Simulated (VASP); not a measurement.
# TePb (Fm-3m) in VASP: a series of runs

TePb is run at these levels: BLYP, r2SCAN+D3(BJ); tasks: single point, relaxation of cell and atoms.

All numbers are computed with VASP 6.6.1; they aren't measurements. Logs are shortened: lines on timing, memory, paths and dates and some standing lists are left out, and cuts for length are marked.

## (1) The cell of the first run

It takes space group Fm-3m (No. 225, cubic). Conventional cell: a = 6.736 Å, b = 6.736 Å, c = 6.736 Å, α = 90.00°, β = 90.00°, γ = 90.00°. Within 4.4 Å of Pb (site symmetry m-3m) lie 6 Te at 3.37 Å. Te (site symmetry m-3m) has 6 Pb at 3.37 Å within 4.4 Å.

## (2) Single point, BLYP

The input, INCAR:

```
PREC     = Accurate       # precision mode
ENCUT    = 520            # plane-wave cutoff, eV
EDIFF    = 1E-7           # SCF threshold, eV
ISMEAR   = -1             # smearing method
SIGMA    = 0.05           # smearing width, eV
LREAL    = False          # projectors in reciprocal space
LASPH    = True           # aspherical terms in the spheres
NELM     = 100            # most SCF steps
ALGO     = Normal         # electronic algorithm
ISIF     = 2              # what is computed and relaxed
LWAVE    = False          # write WAVECAR
LCHARG   = True           # write CHGCAR
GGA      = B5             # functional
ALDAX    = 1.0          
AGGAX    = 1.0          
AGGAC    = 1.0          
ALDAC    = 0.0          
LELF     = True           # ELF
LVHAR    = True         
NBANDS   = 17             # bands
```

The input, KPOINTS:

```
Automatic mesh
0
Gamma
  7 7 7
```

The input, POSCAR:

```
TePb
1.0
    0.0000000000      3.3681850061      3.3681850061
    3.3681850061      0.0000000000      3.3681850061
    3.3681850061      3.3681850061      0.0000000000
Pb Te
1 1
Direct
    0.0000000000      0.0000000000      0.0000000000
    0.5000000000      0.5000000000      0.5000000000
```

Potentials or basis: VASP PAW PBE potentials, release 64 (Pb_d, Te).

The run is started by

```bash
cat potpaw_PBE.64/Pb_d/POTCAR potpaw_PBE.64/Te/POTCAR > POTCAR
mpirun -np 1 vasp_std > vasp.out
```

OUTCAR:

```text
PREC = Accurate
   ENCUT = 520
   EDIFF = 1E-7
   ISMEAR = -1
   LREAL = False
   LASPH = True
   NELM = 100
   ISIF = 2
   GGA = B5

 ion  position               nearest neighbor table
   1  0.000  0.000  0.000-   2 3.37   2 3.37   2 3.37   2 3.37   2 3.37   2 3.37
   2  0.500  0.500  0.500-   1 3.37   1 3.37   1 3.37   1 3.37   1 3.37   1 3.37

  LATTYP: Found a face centered cubic cell.
 ALAT       =     6.7363700122

  Lattice vectors:

 A1 = (   0.0000000000,   3.3681850061,   3.3681850061)
 A2 = (   3.3681850061,   0.0000000000,   3.3681850061)
 A3 = (   3.3681850061,   3.3681850061,   0.0000000000)

Analysis of symmetry for initial positions (statically):
=====================================================================
 Subroutine PRICEL returns:
 Original cell was already a primitive cell.

 Routine SETGRP: Setting up the symmetry group for a
 face centered cubic supercell.

 Subroutine GETGRP returns: Found 48 space group operations
[... 9 lines left out ...]

 Routine SETGRP: Setting up the symmetry group for a
 face centered cubic supercell.

 Subroutine GETGRP returns: Found 48 space group operations
[... 11 lines left out ...]
                                     Primitive cell

  volume of cell :      76.4219

  direct lattice vectors                    reciprocal lattice vectors
     0.000000000  3.368185006  3.368185006    -0.148447903  0.148447903  0.148447903
     3.368185006  0.000000000  3.368185006     0.148447903 -0.148447903  0.148447903
     3.368185006  3.368185006  0.000000000     0.148447903  0.148447903 -0.148447903

  length of vectors
     4.763332916  4.763332916  4.763332916     0.257119310  0.257119310  0.257119310

  position of ions in fractional coordinates (direct lattice)
     0.000000000  0.000000000  0.000000000
     0.500000000  0.500000000  0.500000000

  ion indices of the primitive-cell ions
   primitive index   ion index
                 1           1
                 2           2

----------------------------------------------------------------------------------------

 KPOINTS: Automatic mesh

Automatic generation of k-mesh.
 Grid dimensions read from file:
 generate k-points for:    7    7    7

 Generating k-lattice:

  Cartesian coordinates                     Fractional coordinates (reciprocal lattice)
    -0.021206843  0.021206843  0.021206843     0.142857143  0.000000000  0.000000000
     0.021206843 -0.021206843  0.021206843     0.000000000  0.142857143  0.000000000
     0.021206843  0.021206843 -0.021206843     0.000000000  0.000000000  0.142857143

  Length of vectors
     0.036731330  0.036731330  0.036731330

  Shift w.r.t. Gamma in fractional coordinates (k-lattice)
     0.000000000  0.000000000  0.000000000

 Subroutine IBZKPT returns following result:
 ===========================================

 Found     20 irreducible k-points:

 Following reciprocal coordinates:
            Coordinates               Weight
  0.000000  0.000000  0.000000      1.000000
  0.142857  0.000000  0.000000      8.000000
  0.285714  0.000000  0.000000      8.000000
  0.428571  0.000000  0.000000      8.000000
  0.142857  0.142857  0.000000      6.000000
  0.285714  0.142857  0.000000     24.000000
[... 12 lines left out ...]
 -0.428571  0.428571  0.142857     24.000000
 -0.285714  0.428571  0.142857     24.000000
   k-points           NKPTS =     20   k-points in BZ     NKDIM =     20   number of bands    NBANDS=     17
   number of dos      NEDOS =    301   number of ions     NIONS =      2
   total plane-waves  NPLWV =  46656
   dimension x,y,z NGX =    36 NGY =   36 NGZ =   36
   dimension x,y,z NGXF=    72 NGYF=   72 NGZF=   72
   ions per type =               1   1
   NGX,Y,Z   is equivalent  to a cutoff of  12.56, 12.56, 12.56 a.u.
   NGXF,Y,Z  is equivalent  to a cutoff of  25.13, 25.13, 25.13 a.u.
 SYSTEM =  unknown system
   PREC   = accura    normal or accurate (medium, high low for compatibility)
   ISTART =      0    job   : 0-new  1-cont  2-samecut
   ICHARG =      2    charge: 1-file 2-atom 10-const
   ISPIN  =      1    spin polarized calculation?
   LNONCOLLINEAR =      F non collinear calculations
   LSORBIT =      F    spin-orbit coupling
   LASPH  =      T    aspherical Exc in radial PAW
   ENCUT  =  520.0 eV  38.22 Ry    6.18 a.u.   8.86  8.86  8.86*2*pi/ulx,y,z
   NELM   =    100;   NELMIN=  2; NELMDL= -5     # of ELM steps
   EDIFF  = 0.1E-06   stopping-criterion for ELM
   LREAL  =      F    real-space projection
   EDIFFG = 0.1E-05   stopping-criterion for IOM
   NSW    =      0    number of steps for IOM
   IBRION =     -1    ionic relax: 0-MD 1-quasi-New 2-CG
   NFREE  =      0    steps in history (QN), initial steepest desc. (CG)
   ISIF   =      2    stress and relaxation
   ISYM   =      2    0-nonsym 1-usesym 2-fastsym
   POTIM  = 0.5000    time-step for ionic-motion
   TEBEG  =    0.0;   TEEND  =   0.0 temperature during run
   PSTRESS=    0.0 pullay stress
   NELECT =      20.0000    total number of electrons
   NUPDOWN=      -1.0000    fix difference up-down
   EMIN   =  10.00;   EMAX   =-10.00  energy-range for DOS
   EFERMI =   0.00;   METHOD = LEGACY
   ISMEAR =    -1;   SIGMA  =   0.05  broadening in eV -4-tet -1-fermi 0-gaus
   EFERMI_NEDOS =   21; number of points for ismear=-14 and -15
   IALGO  =     38    algorithm
   IMIX   =      4    mixing-type and parameters
     AMIX     =   0.40;   BMIX     =  1.00
     AMIX_MAG =   1.60;   BMIX_MAG =  1.00
  volume/ion in A,a.u.               =      38.21       257.86
  Fermi-wavevector in a.u.,A,eV,Ry     =   1.047158  1.978842 14.919332  1.096540
  Thomas-Fermi vector in A             =   2.182026
   LORBIT       =      0    0 simple, 1 ext, 2 COOP (PROOUT), +10 PAW based schemes
   GGA     = B5    functional components
   LHFCALC =     F    Hartree Fock is set to
   AEXX    =    0.0000 exact exchange contribution
   IVDW    =     0    specifies the selected vdW correction
   LEPSILON=     F    determine dielectric tensor
   LRPA    =     F    only Hartree local field effects (RPA)
 non-spin polarized calculation
  energy-cutoff  :      520.00
  volume of cell :       76.42
 maximum number of plane-waves:      2085
   NGX = 17   NGY = 17   NGZ = 17

 number of electron      20.0000001 magnetization

 Free energy of the ion-electron system (eV)
  ---------------------------------------------------
  ext. energy  EPLUGINS =         0.00000000
  ---------------------------------------------------
  free energy    TOTEN  =        -6.39351707 eV

  energy without entropy =       -6.39351647  energy(sigma->0) =       -6.39351677

 E-fermi :   5.1157     XC(G=0):  -8.1743

 val. band max:        4.4919014894   @ k =   0.4286   0.0000   0.0000
 cond. band min:       5.6942604347   @ k =   0.4286   0.0000   0.0000
 fundamental gap:      1.2023589454
 Fermi energy:         5.1156544660

 k-point     1 :       0.0000    0.0000    0.0000
  band No.  band energies     occupation
      1     -12.0199      2.00000
      2     -12.0199      2.00000
      3     -12.0145      2.00000
      4     -12.0145      2.00000
      5     -12.0145      2.00000
      6      -6.5344      2.00000
[... 9 lines left out ...]
     16      10.8095      0.00000
     17      12.0273      0.00000

 k-point     2 :       0.1429    0.0000    0.0000
  band No.  band energies     occupation
      1     -12.0211      2.00000
      2     -12.0211      2.00000
      3     -12.0140      2.00000
      4     -12.0128      2.00000
      5     -12.0128      2.00000
      6      -6.3908      2.00000
[... 9 lines left out ...]
     16      11.1419      0.00000
     17      13.0751      0.00000

 k-point     3 :       0.2857    0.0000    0.0000
  band No.  band energies     occupation
      1     -12.0245      2.00000
      2     -12.0245      2.00000
      3     -12.0131      2.00000
      4     -12.0085      2.00000
      5     -12.0085      2.00000
      6      -5.9909      2.00000
[... 9 lines left out ...]
     16      12.0665      0.00000
     17      14.8991      0.00000

 k-point     4 :       0.4286    0.0000    0.0000
  band No.  band energies     occupation
      1     -12.0272      2.00000
      2     -12.0272      2.00000
      3     -12.0125      2.00000
      4     -12.0049      2.00000
      5     -12.0049      2.00000
      6      -5.5050      2.00000
[... 9 lines left out ...]
     16      13.4428      0.00000
     17      14.3661      0.00000

 k-point     5 :       0.1429    0.1429    0.0000
  band No.  band energies     occupation
      1     -12.0242      2.00000
      2     -12.0187      2.00000
      3     -12.0154      2.00000
      4     -12.0117      2.00000
      5     -12.0117      2.00000
      6      -6.3445      2.00000
[... 9 lines left out ...]
     16      11.6691      0.00000
     17      12.4570      0.00000

 k-point     6 :       0.2857    0.1429    0.0000
  band No.  band energies     occupation
      1     -12.0287      2.00000
      2     -12.0198      2.00000
      3     -12.0151      2.00000
      4     -12.0089      2.00000
      5     -12.0077      2.00000
      6      -6.0351      2.00000
[... 9 lines left out ...]
     16      12.6401      0.00000
     17      13.6453      0.00000
[... 201 lines left out ...]
 k-point    17 :       0.4286    0.2857    0.1429
  band No.  band energies     occupation
      1     -12.0334      2.00000
      2     -12.0204      2.00000
      3     -12.0146      2.00000
      4     -12.0056      2.00000
      5     -12.0056      2.00000
      6      -5.6942      2.00000
[... 9 lines left out ...]
     16      13.4494      0.00000
     17      14.2771      0.00000

 k-point    18 :      -0.4286    0.2857    0.1429
  band No.  band energies     occupation
      1     -12.0358      2.00000
      2     -12.0225      2.00000
      3     -12.0114      2.00000
      4     -12.0069      2.00000
      5     -12.0027      2.00000
      6      -5.3192      2.00000
[... 9 lines left out ...]
     16      14.0872      0.00000
     17      14.8226      0.00000

 k-point    19 :      -0.4286    0.4286    0.1429
  band No.  band energies     occupation
      1     -12.0441      2.00000
      2     -12.0175      2.00000
      3     -12.0159      2.00000
      4     -12.0036      2.00000
      5     -12.0002      2.00000
      6      -5.2613      2.00000
[... 9 lines left out ...]
     16      14.5642      0.00000
     17      15.5248      0.00000

 k-point    20 :      -0.2857    0.4286    0.1429
  band No.  band energies     occupation
      1     -12.0409      2.00000
      2     -12.0204      2.00000
      3     -12.0115      2.00000
      4     -12.0075      2.00000
      5     -12.0003      2.00000
      6      -5.1665      2.00000
[... 9 lines left out ...]
     16      14.9706      0.00000
     17      15.1248      0.00000

------------------------ aborting loop because EDIFF is reached ----------------------------------------

  FORCE on cell =-STRESS in cart. coord.  units (eV):
  Direction    XX          YY          ZZ          XY          YZ          ZX
  --------------------------------------------------------------------------------------
  -------------------------------------------------------------------------------------
  Total        0.0417492      0.0417492      0.0417492      0.0000000      0.0000000     -0.0000000
  in kB        0.8752671      0.8752671      0.8752671      0.0000000      0.0000000     -0.0000000
  external PRESSURE =       0.8752671 kB  Pullay stress =       0.0000000 kB

 VOLUME and BASIS-vectors are now :
 -----------------------------------------------------------------------------
  energy-cutoff  :      520.00
  volume of cell :       76.42
      direct lattice vectors                 reciprocal lattice vectors
     0.000000000  3.368185006  3.368185006    -0.148447903  0.148447903  0.148447903
     3.368185006  0.000000000  3.368185006     0.148447903 -0.148447903  0.148447903
     3.368185006  3.368185006  0.000000000     0.148447903  0.148447903 -0.148447903

 POSITION                                       TOTAL-FORCE (eV/Angst)
 -----------------------------------------------------------------------------------
      0.00000      0.00000      0.00000        -0.000000      0.000000      0.000000
      3.36819      3.36819      3.36819         0.000000     -0.000000     -0.000000
 -----------------------------------------------------------------------------------
    total drift:                                0.000000      0.000000      0.000000

  FREE ENERGIE OF THE ION-ELECTRON SYSTEM (eV)
  ---------------------------------------------------
  free  energy   TOTEN  =        -6.3935170697 eV

  energy  without entropy=       -6.3935164664  energy(sigma->0) =       -6.39351677
```

Wall time 52 s (1 thread of Intel Xeon 6975P-C, shared host); peak memory 0.21 GiB.

Results:

| Item | Value |
| --- | --- |
| Free energy | -6.3935 eV |
| Pressure | 0.1 GPa |

Caveat: this odd mesh misses L, where the gap lies, so gap, dielectric constants and Born charges aren't listed; the PAW data sets were made with another functional, which shifts forces and pressure a little; spin-orbit coupling is left out, which moves the levels of the heavy elements.

## (3) Single point, r2SCAN+D3(BJ)

This run uses another cell than the first one, of 34.20 Å³/atom, 0.895 times its volume.

The input, POSCAR:

```
TePb
1.0
    0.0000000000      3.2458027686      3.2458027686
    3.2458027686      0.0000000000      3.2458027686
    3.2458027686      3.2458027686      0.0000000000
Pb Te
1 1
Direct
    0.0000000000      0.0000000000      0.0000000000
    0.5000000000      0.5000000000      0.5000000000
```

The input, INCAR.step1:

```
ALGO     = Normal         # electronic algorithm
EDIFF    = 1E-4           # SCF threshold, eV
ENCUT    = 520            # plane-wave cutoff, eV
GGA      = PE             # functional
ISMEAR   = -1             # smearing method
LASPH    = True           # aspherical terms in the spheres
LCHARG   = False          # write CHGCAR
LREAL    = False          # projectors in reciprocal space
LWAVE    = True           # write WAVECAR
NBANDS   = 17             # bands
NELM     = 80             # most SCF steps
PREC     = Accurate       # precision mode
SIGMA    = 0.05           # smearing width, eV
```

The input, INCAR.step2:

```
ALGO     = Normal         # electronic algorithm
EDIFF    = 1E-7           # SCF threshold, eV
ENCUT    = 520            # plane-wave cutoff, eV
ISIF     = 2              # what is computed and relaxed
ISMEAR   = -1             # smearing method
ISTART   = 1            
IVDW     = 12             # dispersion correction
LASPH    = True           # aspherical terms in the spheres
LCHARG   = True           # write CHGCAR
LELF     = True           # ELF
LMIXTAU  = True         
LREAL    = False          # projectors in reciprocal space
LVHAR    = True         
LWAVE    = False          # write WAVECAR
METAGGA  = R2SCAN         # meta-GGA
NBANDS   = 17             # bands
NELM     = 80             # most SCF steps
PREC     = Accurate       # precision mode
SIGMA    = 0.05           # smearing width, eV
VDW_A1   = 0.49484001   
VDW_A2   = 5.73083694   
VDW_S6   = 1.0          
VDW_S8   = 0.78981345
```

The input, KPOINTS:

```
k-points
0
Gamma
  7 7 7
```

Potentials or basis: VASP PAW PBE potentials, release 64 (Pb_d, Te).

The run is started by

```bash
cat potpaw_PBE.64/Pb_d/POTCAR potpaw_PBE.64/Te/POTCAR > POTCAR
cp INCAR.step1 INCAR
mpirun -np 1 vasp_std > vasp.out
cp INCAR.step2 INCAR
mpirun -np 1 vasp_std > vasp.out
```

Wall time 1.8 min (1 thread of Intel Xeon 6975P-C, shared host); peak memory 0.23 GiB.

It converged, with:

| Item | Value |
| --- | --- |
| Free energy | -83.0756 eV |
| Pressure | 0.0 GPa |
| Dispersion energy per atom | -0.186 eV |

Levels at points of the mesh, in eV from the Fermi level:
```
           k point  band 8  band 9  band 10  band 11  band 12  band 13
(0.00, 0.00, 0.00)   -2.00   -2.00    -2.00     3.77     3.77     3.77
```

Caveat: this odd mesh misses L, where the gap lies, so gap, dielectric constants and Born charges aren't listed; the PAW data sets were made with another functional, which shifts forces and pressure a little; spin-orbit coupling is left out, which moves the levels of the heavy elements.

(Part 1 of 2 ends here.)
